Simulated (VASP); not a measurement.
# GaAg3 (P-6m2) in VASP: single point with LDA

Aim: the single point of GaAg3 with LDA.

Program: VASP 6.6.1. These are calculated values, not measurements. Logs are shortened: lines on timing, memory, paths and dates and some standing lists are left out, and cuts for length are marked.

**1. The cell of the first run**

The structure is hexagonal, space group P-6m2 (No. 187). Conventional cell: a = 2.938 Å, b = 2.938 Å, c = 9.116 Å, α = 90.00°, β = 90.00°, γ = 120.00°. Ga (site symmetry -6m2) has 6 Ag at 2.78 Å and 6 Ga at 2.94 Å within 3.7 Å. Within 3.8 Å of Ag (site symmetry -6m2) lie 12 Ag at 2.90 to 2.94 Å. Within 3.7 Å of Ag (site symmetry 3m) lie 3 Ga at 2.78 Å and 9 Ag at 2.90 to 2.94 Å.

**2. Single point, LDA**

INCAR

```
PREC = Accurate
ENCUT = 520
EDIFF = 1E-6
ISMEAR = -1
SIGMA = 0.1
LREAL = F
LASPH = T
NELM = 100
ALGO = Normal
ISIF = 2
LWAVE = F
LCHARG = F
GGA = CA
NBANDS = 31
```

KPOINTS

```
regular mesh
0
Gamma
  8 8 3
```

POSCAR

```
GaAg3
1.0
    2.9378660000      0.0000000000      0.0000000000
   -1.4689330000      2.5442670000      0.0000000000
    0.0000000000      0.0000000000      9.1161350000
Ga Ag
1 3
Direct
    0.6666666667      0.3333333333      0.0000000000
    0.6666666667      0.3333333333      0.5000000000
    0.3333333333      0.6666666667      0.2419230000
    0.3333333333      0.6666666667      0.7580770000
```

Potentials or basis: VASP PAW LDA potentials, release 64 (Ga_d, Ag).

Command:

```sh
> cat potpaw_LDA.64/Ga_d/POTCAR potpaw_LDA.64/Ag/POTCAR > POTCAR
> mpirun -np 1 vasp_std > vasp.out
```

OUTCAR:

```text
PREC = Accurate
   ENCUT = 520
   EDIFF = 1E-6
   ISMEAR = -1
   LREAL = F
   LASPH = T
   NELM = 100
   ISIF = 2
   GGA = CA

 ion  position               nearest neighbor table
   1  0.667  0.333  0.000-   3 2.78   4 2.78   3 2.78   4 2.78   3 2.78   4 2.78
   2  0.667  0.333  0.500-   3 2.90   4 2.90   3 2.90   4 2.90   3 2.90   4 2.90
   3  0.333  0.667  0.242-   1 2.78   1 2.78   1 2.78   2 2.90   2 2.90   2 2.90
   4  0.333  0.667  0.758-   1 2.78   1 2.78   1 2.78   2 2.90   2 2.90   2 2.90

  LATTYP: Found a hexagonal cell.
 ALAT       =     2.9378660000
 C/A-ratio  =     3.1029784885

  Lattice vectors:

 A1 = (   2.9378660000,   0.0000000000,   0.0000000000)
 A2 = (  -1.4689330000,   2.5442670000,   0.0000000000)
 A3 = (   0.0000000000,   0.0000000000,   9.1161350000)

Analysis of symmetry for initial positions (statically):
=====================================================================
 Subroutine PRICEL returns:
 Original cell was already a primitive cell.

 Routine SETGRP: Setting up the symmetry group for a
 hexagonal supercell.

 Subroutine GETGRP returns: Found 12 space group operations
 (whereof 12 operations were pure point group operations)
 out of a pool of 24 trial point group operations.

The static configuration has the point symmetry D_3h.

Analysis of symmetry for dynamics (positions and initial velocities):
=====================================================================
 Subroutine PRICEL returns:
 Original cell was already a primitive cell.

 Routine SETGRP: Setting up the symmetry group for a
 hexagonal supercell.

 Subroutine GETGRP returns: Found 12 space group operations
 (whereof 12 operations were pure point group operations)
 out of a pool of 24 trial point group operations.

The dynamic configuration has the point symmetry D_3h.

 Subroutine INISYM returns: Found 12 space group operations
 (whereof 12 operations are pure point group operations),
 and found     1 'primitive' translations

----------------------------------------------------------------------------------------

                                     Primitive cell

  volume of cell :      68.1405

  direct lattice vectors                    reciprocal lattice vectors
     2.937866000  0.000000000  0.000000000     0.340383122  0.196520255  0.000000000
    -1.468933000  2.544267000  0.000000000     0.000000000  0.393040510  0.000000000
     0.000000000  0.000000000  9.116135000     0.000000000  0.000000000  0.109695611

  length of vectors
     2.937866000  2.937866356  9.116135000     0.393040558  0.393040510  0.109695611

  position of ions in fractional coordinates (direct lattice)
     0.666666667  0.333333333  0.000000000
     0.666666667  0.333333333  0.500000000
     0.333333333  0.666666667  0.241923000
     0.333333333  0.666666667  0.758077000

  ion indices of the primitive-cell ions
   primitive index   ion index
                 1           1
                 2           2
                 3           3
                 4           4

----------------------------------------------------------------------------------------

 KPOINTS: regular mesh

Automatic generation of k-mesh.
 Grid dimensions read from file:
 generate k-points for:    8    8    3

 Generating k-lattice:

  Cartesian coordinates                     Fractional coordinates (reciprocal lattice)
     0.042547890  0.024565032  0.000000000     0.125000000  0.000000000  0.000000000
     0.000000000  0.049130064  0.000000000     0.000000000  0.125000000  0.000000000
     0.000000000  0.000000000  0.036565204     0.000000000  0.000000000  0.333333333

  Length of vectors
     0.049130070  0.049130064  0.036565204

  Shift w.r.t. Gamma in fractional coordinates (k-lattice)
     0.000000000  0.000000000  0.000000000

 Subroutine IBZKPT returns following result:
 ===========================================

 Found     20 irreducible k-points:

 Following reciprocal coordinates:
            Coordinates               Weight
  0.000000  0.000000  0.000000      1.000000
  0.125000 -0.000000  0.000000      6.000000
  0.250000 -0.000000  0.000000      6.000000
  0.375000 -0.000000  0.000000      6.000000
  0.500000 -0.000000  0.000000      3.000000
  0.125000  0.125000  0.000000      6.000000
[... 12 lines left out ...]
  0.250000  0.250000  0.333333     12.000000
  0.375000  0.250000  0.333333     12.000000
   k-points           NKPTS =     20   k-points in BZ     NKDIM =     20   number of bands    NBANDS=     31
   number of dos      NEDOS =    301   number of ions     NIONS =      4
   total plane-waves  NPLWV =  40320
   dimension x,y,z NGX =    24 NGY =   24 NGZ =   70
   dimension x,y,z NGXF=    48 NGYF=   48 NGZF=  140
   ions per type =               1   3
   NGX,Y,Z   is equivalent  to a cutoff of  13.58, 13.58, 12.77 a.u.
   NGXF,Y,Z  is equivalent  to a cutoff of  27.16, 27.16, 25.53 a.u.
 SYSTEM =  unknown system
   PREC   = accura    normal or accurate (medium, high low for compatibility)
   ISTART =      0    job   : 0-new  1-cont  2-samecut
   ICHARG =      2    charge: 1-file 2-atom 10-const
   ISPIN  =      1    spin polarized calculation?
   LNONCOLLINEAR =      F non collinear calculations
   LSORBIT =      F    spin-orbit coupling
   LASPH  =      T    aspherical Exc in radial PAW
   ENCUT  =  520.0 eV  38.22 Ry    6.18 a.u.   5.46  5.46 16.95*2*pi/ulx,y,z
   NELM   =    100;   NELMIN=  2; NELMDL= -5     # of ELM steps
   EDIFF  = 0.1E-05   stopping-criterion for ELM
   LREAL  =      F    real-space projection
   EDIFFG = 0.1E-04   stopping-criterion for IOM
   NSW    =      0    number of steps for IOM
   IBRION =     -1    ionic relax: 0-MD 1-quasi-New 2-CG
   NFREE  =      0    steps in history (QN), initial steepest desc. (CG)
   ISIF   =      2    stress and relaxation
   ISYM   =      2    0-nonsym 1-usesym 2-fastsym
   POTIM  = 0.5000    time-step for ionic-motion
   TEBEG  =    0.0;   TEEND  =   0.0 temperature during run
   PSTRESS=    0.0 pullay stress
   NELECT =      46.0000    total number of electrons
   NUPDOWN=      -1.0000    fix difference up-down
   EMIN   =  10.00;   EMAX   =-10.00  energy-range for DOS
   EFERMI =   0.00;   METHOD = LEGACY
   ISMEAR =    -1;   SIGMA  =   0.10  broadening in eV -4-tet -1-fermi 0-gaus
   EFERMI_NEDOS =   21; number of points for ismear=-14 and -15
   IALGO  =     38    algorithm
   IMIX   =      4    mixing-type and parameters
     AMIX     =   0.40;   BMIX     =  1.00
     AMIX_MAG =   1.60;   BMIX_MAG =  1.00
  volume/ion in A,a.u.               =      17.04       114.96
  Fermi-wavevector in a.u.,A,eV,Ry     =   1.436125  2.713883 28.061412  2.062456
  Thomas-Fermi vector in A             =   2.555348
   LORBIT       =      0    0 simple, 1 ext, 2 COOP (PROOUT), +10 PAW based schemes
   GGA     = CA    functional components
   LHFCALC =     F    Hartree Fock is set to
   AEXX    =    0.0000 exact exchange contribution
   IVDW    =     0    specifies the selected vdW correction
   LEPSILON=     F    determine dielectric tensor
   LRPA    =     F    only Hartree local field effects (RPA)
 non-spin polarized calculation
  energy-cutoff  :      520.00
  volume of cell :       68.14
 maximum number of plane-waves:      1881
 NGX is ok and might be reduce to    24
   NGX = 11   NGY = 11   NGZ = 33

 number of electron      46.0000017 magnetization

 Free energy of the ion-electron system (eV)
  ---------------------------------------------------
  ext. energy  EPLUGINS =         0.00000000
  ---------------------------------------------------
  free energy    TOTEN  =       -15.02167831 eV

  energy without entropy =      -14.98849103  energy(sigma->0) =      -15.00508467

 E-fermi :   7.6470     XC(G=0): -12.4121

 val. band max:        7.6433061263   @ k =   0.2500  -0.0000   0.3333
 cond. band min:       8.1051019122   @ k =   0.3750   0.1250   0.0000
 fundamental gap:      0.4617957859
 Fermi energy:         7.6470061813

 k-point     1 :       0.0000    0.0000    0.0000
  band No.  band energies     occupation
      1      -7.5031      2.00000
      2      -7.4877      2.00000
      3      -7.4877      2.00000
      4      -7.3176      2.00000
      5      -7.3176      2.00000
      6      -2.5632      2.00000
[... 23 lines left out ...]
     30      22.3649      0.00000
     31      22.8079      0.00000

 k-point     2 :       0.1250   -0.0000    0.0000
  band No.  band energies     occupation
      1      -7.5076      2.00000
      2      -7.4689      2.00000
      3      -7.4545      2.00000
      4      -7.3439      2.00000
      5      -7.3229      2.00000
      6      -2.2200      2.00000
[... 23 lines left out ...]
     30      20.7956      0.00000
     31      21.5352      0.00000

 k-point     3 :       0.2500   -0.0000    0.0000
  band No.  band energies     occupation
      1      -7.5492      2.00000
      2      -7.4052      2.00000
      3      -7.3997      2.00000
      4      -7.3734      2.00000
      5      -7.3356      2.00000
      6      -1.2197      2.00000
[... 23 lines left out ...]
     30      19.1774      0.00000
     31      19.4297      0.00000

 k-point     4 :       0.3750   -0.0000    0.0000
  band No.  band energies     occupation
      1      -7.5926      2.00000
      2      -7.4638      2.00000
      3      -7.3483      2.00000
      4      -7.3376      2.00000
      5      -7.2907      2.00000
      6       0.2373      2.00000
[... 499 lines left out ...]
     30      16.1834      0.00000
     31      16.8117      0.00000

 k-point    19 :       0.2500    0.2500    0.3333
  band No.  band energies     occupation
      1      -7.4948      2.00000
      2      -7.4546      2.00000
      3      -7.3944      2.00000
      4      -7.3867      2.00000
      5      -7.2962      2.00000
      6       0.9543      2.00000
[... 23 lines left out ...]
     30      15.5644      0.00000
     31      15.7228      0.00000

 k-point    20 :       0.3750    0.2500    0.3333
  band No.  band energies     occupation
      1      -7.4766      2.00000
      2      -7.4545      2.00000
      3      -7.4072      2.00000
      4      -7.3571      2.00000
      5      -7.3257      2.00000
      6       1.6317      2.00000
[... 23 lines left out ...]
     30      14.0375      0.00000
     31      15.1202      0.00000

------------------------ aborting loop because EDIFF is reached ----------------------------------------

  FORCE on cell =-STRESS in cart. coord.  units (eV):
  Direction    XX          YY          ZZ          XY          YZ          ZX
  --------------------------------------------------------------------------------------
  -------------------------------------------------------------------------------------
  Total       -3.0858037     -3.0858047     -3.1202042      0.0000000     -0.0000000      0.0000000
  in kB      -72.5560216    -72.5560450    -73.3648755      0.0000000     -0.0000000      0.0000000
  external PRESSURE =     -72.8256474 kB  Pullay stress =       0.0000000 kB

 VOLUME and BASIS-vectors are now :
 -----------------------------------------------------------------------------
  energy-cutoff  :      520.00
  volume of cell :       68.14
      direct lattice vectors                 reciprocal lattice vectors
     2.937866000  0.000000000  0.000000000     0.340383122  0.196520255  0.000000000
    -1.468933000  2.544267000  0.000000000     0.000000000  0.393040510  0.000000000
     0.000000000  0.000000000  9.116135000     0.000000000  0.000000000  0.109695611

 POSITION                                       TOTAL-FORCE (eV/Angst)
 -----------------------------------------------------------------------------------
      1.46893      0.84809      0.00000         0.000000      0.000000      0.000000
      1.46893      0.84809      4.55807        -0.000000      0.000000      0.000000
     -0.00000      1.69618      2.20540         0.000000     -0.000000      0.025049
     -0.00000      1.69618      6.91073        -0.000000     -0.000000     -0.025049
 -----------------------------------------------------------------------------------
    total drift:                               -0.000000     -0.000001      0.000000

  FREE ENERGIE OF THE ION-ELECTRON SYSTEM (eV)
  ---------------------------------------------------
  free  energy   TOTEN  =       -15.0216783078 eV

  energy  without entropy=      -14.9884910278  energy(sigma->0) =      -15.00508467
```

It took 86 s on 1 thread of AMD EPYC 7R13, shared host; peak memory 0.15 GiB.

Results:

```yaml
Free_energy: -15.0217 eV
Pressure: -7.3 GPa
Largest_force: 0.025 eV/Å
Band_gap_on_the_k_mesh: zero (band 23 reaches 8.83 eV, above the bottom of band 24 at 5.28 eV)
```

Forces in eV/Å, atoms in the order of the input:
```
Ga   0.000  0.000  0.000
Ag   0.000  0.000  0.000
Ag   0.000  0.000  0.025
Ag   0.000  0.000 -0.025
```
